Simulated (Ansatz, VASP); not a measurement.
**Ca in VASP and in Ansatz**

The input INCAR:

```
SYSTEM = Ca
PREC = Accurate
ENCUT = 520
EDIFF = 1E-7
ISMEAR = 0
SIGMA = 0.15
LREAL = .False.
LASPH = .True.
NELM = 100
ALGO = Fast
ISIF = 2
LWAVE = .False.
LCHARG = .True.
LELF = .True.
LVHAR = .True.
NBANDS = 11
```

The input KPOINTS:

```
Automatic mesh
0
Gamma
  14 14 14
  0 0 0
```

Contents of POSCAR:

```
Ca
1.0
    3.5758727485      0.0000000000      0.0000000000
    0.0000000000      3.5758727485      0.0000000000
    0.0000000000      0.0000000000      3.6630891570
Ca
1
Direct
    0.0000000000      0.0000000000      0.0000000000
```

Input for Ansatz:

```yaml
crystal:
  lattice:
    - [3.5758727485, 0.0, 0.0]
    - [0.0, 3.5758727485, 0.0]
    - [0.0, 0.0, 3.663089157]
  atoms:
    - { symbol: Ca, position: [0.0, 0.0, 0.0] }
basis:
  ecutwfc: 420
kpoints:
  mp_grid: { grid: [14, 14, 14] }
hamiltonian:
  xc: lda
scf:
  occupations: { method: gaussian, width: 0.15 }
output:
  forces: true
  stress: true
  eigenvalues: true
```

Change from the starting cell: strain +0.025 along x and y, +0.050 along z, atoms carried along.

Alike in both runs: task single point; functional LDA; k mesh 14 × 14 × 14; occupations gaussian, width 0.15 eV; no spin polarisation.

|  | VASP | Ansatz |
| --- | --- | --- |
| version | VASP 6.6.1 | Ansatz 0.2.0 |
| potentials or method | VASP PAW LDA potentials, release 64 (Ca_sv), cutoff 520 eV | scalar-relativistic, plane waves, PAW |
| valence electrons in the cell | 10 | 10 |

|  | VASP | Ansatz | Ansatz less VASP |
| --- | --- | --- | --- |
| gap on the k mesh at the Fermi level (eV) | none | none | - |
| pressure (GPa) | -1.9 | -1.9 | +0.02 |
| traceless stress, the component that is largest in VASP (GPa) | -0.57 | -0.56 | +0.003 |

LDA's correlation is that of Perdew and Zunger in VASP and of Perdew and Wang (1992) in Ansatz. A gap of «none» marks a metal or a gap that the smearing closes.
